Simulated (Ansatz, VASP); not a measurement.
## NaF: VASP beside Ansatz

Contents of INCAR:

```
PREC     = Accurate       # precision mode
ENCUT    = 520            # plane-wave cutoff, eV
EDIFF    = 1E-7           # SCF threshold, eV
ISMEAR   = 0              # smearing method
SIGMA    = 0.05           # smearing width, eV
LREAL    = False          # projectors in reciprocal space
LASPH    = True           # aspherical terms in the spheres
NELM     = 80             # most SCF steps
ALGO     = Normal         # electronic algorithm
ISIF     = 2              # what is computed and relaxed
LWAVE    = False          # write WAVECAR
LCHARG   = True           # write CHGCAR
LELF     = True           # ELF
LVHAR    = True         
NBANDS   = 14             # bands
```

File KPOINTS:

```
Automatic mesh
0
Gamma
  8 8 8
```

File POSCAR:

```
NaF
1.0
    0.0000000000      2.4394650000      2.3813825000
    2.4394650000      0.0000000000      2.3813825000
    2.4394650000      2.4394650000      0.0000000000
Na F
1 1
Direct
    0.0000000000      0.0000000000      0.0000000000
    0.5000000000      0.5000000000      0.5000000000
```

Input for Ansatz:

```yaml
crystal:
  lattice:
    - [0.0, 2.439465, 2.3813825]
    - [2.439465, 0.0, 2.3813825]
    - [2.439465, 2.439465, 0.0]
  atoms:
    - { symbol: Na, position: [0.0, 0.0, 0.0] }
    - { symbol: F, position: [0.5, 0.5, 0.5] }
basis:
  ecutwfc: 420
kpoints:
  mp_grid: { grid: [8, 8, 8] }
hamiltonian:
  xc: lda
scf:
  occupations: { method: gaussian, width: 0.05 }
output:
  forces: true
  stress: true
  eigenvalues: true
```

Change from the starting cell: strain +0.050 along x and y, +0.025 along z, atoms carried along.

Alike in both runs: task single point; functional LDA; k mesh 8 × 8 × 8; occupations gaussian, width 0.05 eV; no spin polarisation.

```csv
,VASP,Ansatz
version,VASP 6.6.1,Ansatz 0.2.0
potentials or method,"VASP PAW LDA potentials, release 64 (Na_pv, F), cutoff 520 eV","scalar-relativistic, plane waves, PAW"
valence electrons in the cell,14,16
```

Ansatz gave:

| Quantity | Value |
| --- | --- |
| gap on the k mesh at the Fermi level (eV) | 5.34 |
| least direct gap on the mesh (eV) | 5.34 |
| pressure (GPa) | -8.0 |
| traceless stress, the component that is largest in VASP (GPa) | 0.38 |

**Question.** What did VASP give for the same quantities?

**Answer.** gap on the k mesh at the Fermi level (eV): 5.32; least direct gap on the mesh (eV): 5.32; pressure (GPa): -8.1; traceless stress, the component that is largest in VASP (GPa): 0.40.

LDA's correlation is that of Perdew and Zunger in VASP and of Perdew and Wang (1992) in Ansatz. VASP's potentials hold 14 valence electrons a cell and Ansatz's 16, so a difference there can come from the potentials and not from the codes.
